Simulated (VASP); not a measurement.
# BeTe (F-43m) in VASP: a series of runs, part 2 of 2

VASP 6.6.1.

## 5. Single point, PBE+D4

This run uses another cell than the first one, of 21.86 Å³/atom, 1.029 times its volume.

File INCAR:

```
PREC = Accurate
ENCUT = 520
EDIFF = 1E-6
ISMEAR = -1
SIGMA = 0.05
LREAL = F
LASPH = T
NELM = 80
ALGO = Normal
ISIF = 2
LWAVE = F
LCHARG = F
GGA = PE
IVDW = 13
NBANDS = 11
```

File KPOINTS:

```
regular mesh
0
Gamma
  8 8 8
```

File POSCAR:

```
BeTe
1.0
    0.0000000000      2.7961917798      2.7961917798
    2.7961917798      0.0000000000      2.7961917798
    2.7961917798      2.7961917798      0.0000000000
Te Be
1 1
Direct
    0.7500000000      0.7500000000      0.7500000000
    0.0000000000      0.0000000000      0.0000000000
```

Potentials or basis: VASP PAW PBE potentials, release 64 (Te, Be).

Launch:

```bash
$ cat potpaw_PBE.64/Te/POTCAR potpaw_PBE.64/Be/POTCAR > POTCAR
$ mpirun -np 1 vasp_std > vasp.out
```

OUTCAR:

```text
PREC = Accurate
   ENCUT = 520
   EDIFF = 1E-6
   ISMEAR = -1
   LREAL = F
   LASPH = T
   NELM = 80
   ISIF = 2
   GGA = PE
   IVDW = 13

 ion  position               nearest neighbor table
   1  0.750  0.750  0.750-   2 2.42   2 2.42   2 2.42   2 2.42
   2  0.000  0.000  0.000-   1 2.42   1 2.42   1 2.42   1 2.42

  LATTYP: Found a face centered cubic cell.
 ALAT       =     5.5923835596

  Lattice vectors:

 A1 = (   0.0000000000,   2.7961917798,   2.7961917798)
 A2 = (   2.7961917798,   0.0000000000,   2.7961917798)
 A3 = (   2.7961917798,   2.7961917798,   0.0000000000)

Analysis of symmetry for initial positions (statically):
=====================================================================
 Subroutine PRICEL returns:
 Original cell was already a primitive cell.

 Routine SETGRP: Setting up the symmetry group for a
 face centered cubic supercell.

 Subroutine GETGRP returns: Found 24 space group operations
 (whereof 24 operations were pure point group operations)
 out of a pool of 48 trial point group operations.

The static configuration has the point symmetry T_d .

Analysis of symmetry for dynamics (positions and initial velocities):
=====================================================================
 Subroutine PRICEL returns:
 Original cell was already a primitive cell.

 Routine SETGRP: Setting up the symmetry group for a
 face centered cubic supercell.

 Subroutine GETGRP returns: Found 24 space group operations
 (whereof 24 operations were pure point group operations)
 out of a pool of 48 trial point group operations.

The dynamic configuration has the point symmetry T_d .

 Subroutine INISYM returns: Found 24 space group operations
 (whereof 24 operations are pure point group operations),
 and found     1 'primitive' translations

----------------------------------------------------------------------------------------

                                     Primitive cell

[... 117 lines left out ...]
   AEXX    =    0.0000 exact exchange contribution
   IVDW    =    13    specifies the selected vdW correction
   LEPSILON=     F    determine dielectric tensor
   LRPA    =     F    only Hartree local field effects (RPA)
 non-spin polarized calculation
  energy-cutoff  :      520.00
  volume of cell :       43.73
 maximum number of plane-waves:      1243
 NGX is ok and might be reduce to    30
   NGX = 15   NGY = 15   NGZ = 15

 number of electron       7.9999999 magnetization

 Free energy of the ion-electron system (eV)
  ---------------------------------------------------
  ext. energy  EPLUGINS =         0.00000000
  ---------------------------------------------------
  free energy    TOTEN  =        -7.61096523 eV

  energy without entropy =       -7.61096523  energy(sigma->0) =       -7.61096523

 E-fermi :   6.2758     XC(G=0):  -9.1422

 val. band max:        5.3361438877   @ k =   0.0000   0.0000   0.0000
 cond. band min:       7.2568370648   @ k =   0.5000   0.5000   0.0000
 fundamental gap:      1.9206931771
 Fermi energy:         6.2758186911

 k-point     1 :       0.0000    0.0000    0.0000
  band No.  band energies     occupation
      1      -7.1029      2.00000
      2       5.3361      2.00000
      3       5.3361      2.00000
      4       5.3361      2.00000
      5       8.9274      0.00000
      6       8.9274      0.00000
      7       8.9274      0.00000
      8       9.3140      0.00000
      9      13.6836      0.00000
     10      15.6249      0.00000
     11      15.6249      0.00000
[... 309 lines left out ...]
 k-point    24 :      -0.3750    0.2500    0.1250
  band No.  band energies     occupation
      1      -5.4536      2.00000
      2       0.0913      2.00000
      3       2.3633      2.00000
      4       3.3683      2.00000
      5       9.5322      0.00000
      6       9.7495      0.00000
      7      12.0698      0.00000
      8      13.1585      0.00000
      9      13.8805      0.00000
     10      16.9688      0.00000
     11      17.3250      0.00000

 [... further k-points ...]

------------------------ aborting loop because EDIFF is reached ----------------------------------------

  DFT-D4 for vdW energy calculation

  Edisp (eV):   -0.65359

  FORCE on cell =-STRESS in cart. coord.  units (eV):
  Direction    XX          YY          ZZ          XY          YZ          ZX
  --------------------------------------------------------------------------------------
  -------------------------------------------------------------------------------------
  Total       0.03712     0.03712     0.03712     0.00000     0.00000     0.00000
  in kB       1.36024     1.36024     1.36024     0.00000     0.00000     0.00000
  external pressure =        1.36 kB  Pullay stress =        0.00 kB

 VOLUME and BASIS-vectors are now :
 -----------------------------------------------------------------------------
  energy-cutoff  :      520.00
  volume of cell :       43.73
      direct lattice vectors                 reciprocal lattice vectors
     0.000000000  2.796191780  2.796191780    -0.178814631  0.178814631  0.178814631
     2.796191780  0.000000000  2.796191780     0.178814631 -0.178814631  0.178814631
     2.796191780  2.796191780  0.000000000     0.178814631  0.178814631 -0.178814631

 POSITION                                       TOTAL-FORCE (eV/Angst)
 -----------------------------------------------------------------------------------
      4.19429      4.19429      4.19429         0.000000      0.000000      0.000000
      0.00000      0.00000      0.00000        -0.000000     -0.000000     -0.000000
 -----------------------------------------------------------------------------------
    total drift:                               -0.000000     -0.000000     -0.000000

  FREE ENERGIE OF THE ION-ELECTRON SYSTEM (eV)
  ---------------------------------------------------
  free  energy   TOTEN  =        -8.2645560771 eV

  energy  without entropy=       -8.2645560770  energy(sigma->0) =       -8.26455608
```

OSZICAR:

```text
N       E                     dE             d eps       ncg     rms          rms(c)
DAV:   1     0.221215893414E+02    0.22122E+02   -0.33671E+03   638   0.594E+02
DAV:   2    -0.652812072821E+01   -0.28650E+02   -0.27365E+02   837   0.946E+01
DAV:   3    -0.774857500937E+01   -0.12205E+01   -0.12175E+01   854   0.214E+01
DAV:   4    -0.776119166646E+01   -0.12617E-01   -0.12615E-01   730   0.241E+00
DAV:   5    -0.776145530796E+01   -0.26364E-03   -0.26364E-03   852   0.348E-01    0.427E+00
DAV:   6    -0.764433209586E+01    0.11712E+00   -0.14168E-01   731   0.153E+00    0.255E+00
DAV:   7    -0.761004807686E+01    0.34284E-01   -0.11145E-01   771   0.146E+00    0.518E-01
DAV:   8    -0.761064580940E+01   -0.59773E-03   -0.66453E-03   728   0.472E-01    0.836E-02
DAV:   9    -0.761089660007E+01   -0.25079E-03   -0.34734E-04   756   0.110E-01    0.332E-02
DAV:  10    -0.761096120105E+01   -0.64601E-04   -0.81871E-05   723   0.469E-02    0.167E-02
DAV:  11    -0.761096278243E+01   -0.15814E-05   -0.24345E-06   832   0.904E-03    0.122E-02
DAV:  12    -0.761096513178E+01   -0.23493E-05   -0.52321E-06   695   0.133E-02    0.873E-03
DAV:  13    -0.761096523212E+01   -0.10034E-06   -0.38743E-08   506   0.148E-03
   1 F= -.82645561E+01 E0= -.82645561E+01  d E =-.124579E-09
```

stdout:

```text
POSCAR found type information on POSCAR TeBe
 POSCAR found :  2 types and       2 ions
 scaLAPACK will be used
 LDA part: xc-table for (Slater+PW92), standard interpolation
 POSCAR, INCAR and KPOINTS ok, starting setup
 FFT: planning ... GRIDC
 FFT: planning ... GRID_SOFT
 FFT: planning ... GRID
 WAVECAR not read
 entering main loop
```

Run time: 7 s. Hardware: 1 thread of Intel Xeon 6975P-C (Granite Rapids), shared host; peak memory 0.17 GiB.

What came out:

- Free energy: -8.2646 eV
- Pressure: 0.1 GPa
- Band gap on the k mesh: 1.92 eV, indirect (least direct gap 3.59 eV)
- Dispersion energy per atom: -0.327 eV

Caveat: spin-orbit coupling is left out, which moves the levels of the heavy elements.

## 6. Relaxation of cell and atoms, LDA

File INCAR:

```
  PREC = Accurate
  ENCUT = 600
  EDIFF = 1E-6
  ISMEAR = -1
  SIGMA = 0.05
  LREAL = F
  LASPH = T
  NELM = 100
  ALGO = Normal
  ISIF = 3
  LWAVE = F
  LCHARG = F
  IBRION = 2
  NSW = 80
  EDIFFG = -0.01
```

File KPOINTS:

```
Automatic mesh
0
Gamma
  8 8 8
```

File POSCAR:

```
BeTe
1.0
    0.0000000000      2.7700000000      2.7700000000
    2.7700000000      0.0000000000      2.7700000000
    2.7700000000      2.7700000000      0.0000000000
Te Be
1 1
Direct
    0.7500000000      0.7500000000      0.7500000000
    0.0000000000      0.0000000000      0.0000000000
```

Potentials or basis: VASP PAW LDA potentials, release 64 (Te, Be).

Launch:

```bash
$ cat potpaw_LDA.64/Te/POTCAR potpaw_LDA.64/Be/POTCAR > POTCAR
$ mpirun -np 1 vasp_std > vasp.out
```

OUTCAR:

```text
PREC = Accurate
   ENCUT = 600
   EDIFF = 1E-6
   ISMEAR = -1
   LREAL = F
   LASPH = T
   NELM = 100
   ISIF = 3
   IBRION = 2
   NSW = 80
   EDIFFG = -0.01

 ion  position               nearest neighbor table
   1  0.750  0.750  0.750-   2 2.40   2 2.40   2 2.40   2 2.40
   2  0.000  0.000  0.000-   1 2.40   1 2.40   1 2.40   1 2.40

  LATTYP: Found a face centered cubic cell.
 ALAT       =     5.5400000000

  Lattice vectors:

 A1 = (   0.0000000000,   2.7700000000,   2.7700000000)
 A2 = (   2.7700000000,   0.0000000000,   2.7700000000)
 A3 = (   2.7700000000,   2.7700000000,   0.0000000000)

Analysis of symmetry for initial positions (statically):
=====================================================================
 Subroutine PRICEL returns:
[... 257 lines left out ...]
 fundamental gap:      1.7805172994
 Fermi energy:         6.2593096846

 k-point     1 :       0.0000    0.0000    0.0000
  band No.  band energies     occupation
      1      -7.1992      2.00000
      2       5.3689      2.00000
      3       5.3689      2.00000
      4       5.3689      2.00000
      5       8.9219      0.00000
      6       8.9219      0.00000
      7       8.9219      0.00000
      8       9.3682      0.00000
[... 243 lines left out ...]
 k-point    24 :      -0.3750    0.2500    0.1250
  band No.  band energies     occupation
      1      -5.5180      2.00000
      2       0.0432      2.00000
      3       2.3437      2.00000
      4       3.3513      2.00000
      5       9.4908      0.00000
      6       9.7659      0.00000
      7      12.1027      0.00000
      8      13.1606      0.00000

 [... further k-points ...]

------------------------ aborting loop because EDIFF is reached ----------------------------------------

  FORCE on cell =-STRESS in cart. coord.  units (eV):
  Direction    XX          YY          ZZ          XY          YZ          ZX
  --------------------------------------------------------------------------------------
  -------------------------------------------------------------------------------------
  Total       -0.0009572     -0.0009572     -0.0009572      0.0000000     -0.0000000      0.0000000
  in kB       -0.0356425     -0.0356425     -0.0356425      0.0000000     -0.0000000      0.0000000
  external PRESSURE =      -0.0356425 kB  Pullay stress =       0.0000000 kB
[... 17 lines left out ...]
  FREE ENERGIE OF THE ION-ELECTRON SYSTEM (eV)
  ---------------------------------------------------
  free  energy   TOTEN  =        -8.7266950620 eV

  energy  without entropy=       -8.7266950616  energy(sigma->0) =       -8.72669506

 reached required accuracy - stopping structural energy minimisation
```

CONTCAR:

```text
BeTe
   1.00000000000000
     0.0000000000000000    2.7812182810721775    2.7812182810721775
     2.7812182810721775    0.0000000000000000    2.7812182810721775
     2.7812182810721775    2.7812182810721775   -0.0000000000000000
  Te              Be
     1     1
Direct
     0.7500000000000000    0.7500000000000000    0.7500000000000000
     0.0000000000000000    0.0000000000000000    0.0000000000000000

  0.00000000E+00  0.00000000E+00  0.00000000E+00
  0.00000000E+00  0.00000000E+00  0.00000000E+00
```

Wall time 7.1 s (1 thread of Intel Xeon 6975P-C (Granite Rapids), shared host); peak memory 0.16 GiB.

Results:

```yaml
Free_energy: -8.7267 eV
Relaxed_volume: 21.51 Å³/atom
Relaxed_cell: a = 3.933 Å, b = 3.933 Å, c = 3.933 Å, α = 60.00°, β = 60.00°, γ = 60.00°
Space_group_after_relaxing_to_0.05_Å: F-43m (No. 216)
Energy_gained_by_relaxing: 0.6 meV/atom
Ionic_steps: 3
Pressure_after_relaxing: 0.0 GPa
Band_gap_on_the_k_mesh: 1.78 eV, indirect (least direct gap 3.55 eV)
```

The path:
```
step  energy change (eV)  largest force (eV/Å)  pressure (GPa)  volume (Å³)
   1              0.0000                0.0000            0.79        42.51
   2             -0.0012                0.0000           -0.19        43.16
   3             -0.0013                0.0000            0.00        43.03
```

Final structure:
```
Te Be
1.0
     0.00000    2.78122    2.78122
     2.78122    0.00000    2.78122
     2.78122    2.78122    0.00000
Te Be
1 1
Direct
  0.75000 0.75000 0.75000
  0.00000 0.00000 0.00000
```

Levels at points of the mesh, in eV from the valence-band top:
| k point | band 2 | band 3 | band 4 | band 5 | band 6 | band 7 |
| --- | --- | --- | --- | --- | --- | --- |
| (0.00, 0.00, 0.00) | 0.00 | 0.00 | 0.00 | 3.55 | 3.55 | 3.55 |
| (0.50, 0.00, 0.00) | -5.77 | -1.19 | -1.19 | 3.15 | 4.54 | 4.54 |
| (0.50, 0.50, 0.00) | -5.28 | -2.79 | -2.79 | 1.78 | 2.60 | 9.83 |

Caveat: spin-orbit coupling is left out, which moves the levels of the heavy elements.

## 7. Summary

| task | level | potentials or basis | cell | cutoff (eV) | gap on the mesh (eV) | pressure (GPa) |
| --- | --- | --- | --- | --- | --- | --- |
| single point | RPBE | VASP PAW PBE potentials, release 64 (Te, Be) | a = 3.917 Å, angles 60.0°, 2 atoms | 520 | 1.93 | 6.1 |
| single point | revPBE | VASP PAW PBE potentials, release 64 (Te, Be) | a = 3.917 Å, angles 60.0°, 2 atoms | 520 | 1.91 | 5.7 |
| single point | LDA | VASP PAW LDA potentials, release 64 (Te, Be) | a = 3.928 Å, angles 60.0°, 2 atoms | 520 | 1.77 | 0.3 |
| single point | PBE+D4 | VASP PAW PBE potentials, release 64 (Te, Be) | a = 3.954 Å, angles 60.0°, 2 atoms | 520 | 1.92 | 0.1 |
| relaxation of cell and atoms | LDA | VASP PAW LDA potentials, release 64 (Te, Be) | relaxed from a = 3.917 Å, angles 60.0°, 2 atoms | 600 | 1.78 | 0.0 |

Alike in all rows: no spin polarisation; k mesh 8 × 8 × 8; smearing fermi-dirac 0.05 eV.

Caveats: spin-orbit coupling is left out, which moves the levels of the heavy elements; the PAW data sets were made with another functional, which shifts forces and pressure a little (some runs).

Total energies depend on the potentials used, so only differences within one code and one set of settings carry meaning.
